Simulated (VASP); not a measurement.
TiSi2, 3 atoms in the cell. Symmetry: P6/mmm, No. 191, hexagonal system. The conventional cell has a = 4.307 Å, b = 4.307 Å, c = 2.508 Å, α = 90.00°, β = 90.00°, γ = 120.00°. Ti (site symmetry 6/mmm) has 2 Ti at 2.51 Å and 12 Si at 2.79 Å within 3.3 Å. Within 3.3 Å of Si (site symmetry -6m2) lie 5 Si at 2.49 to 2.51 Å and 6 Ti at 2.79 Å. 

* Program: VASP 6.6.1
* Task: single point
* Functional: LDA
* Potentials or basis: VASP PAW LDA potentials, release 64 (Ti_sv, Si)
* Cutoff: 520 eV
* k mesh: 7 × 7 × 10
* Occupations: fermi-dirac, width 0.05 eV
* Spin: no spin polarisation
* Dipole correction: no
* Further INCAR settings: ALGO = Normal; EDIFF = 1e-07; NBANDS = 17

Potentials or basis: VASP PAW LDA potentials, release 64 (Ti_sv, Si).

The run is started by

```sh
$ cat potpaw_LDA.64/Ti_sv/POTCAR potpaw_LDA.64/Si/POTCAR > POTCAR
$ mpirun -np 1 vasp_std > vasp.out
```

Hardware: 1 thread of Intel(R) Xeon(R) Platinum 8488C (Sapphire Rapids), on a shared host.

**Question.** Estimate the wall time of this run.

**Answer.** It took 19 s on 1 thread of Intel(R) Xeon(R) Platinum 8488C (Sapphire Rapids) (shared host), peak memory 0.16 GiB. Counts: scf iterations 14, k points 48.
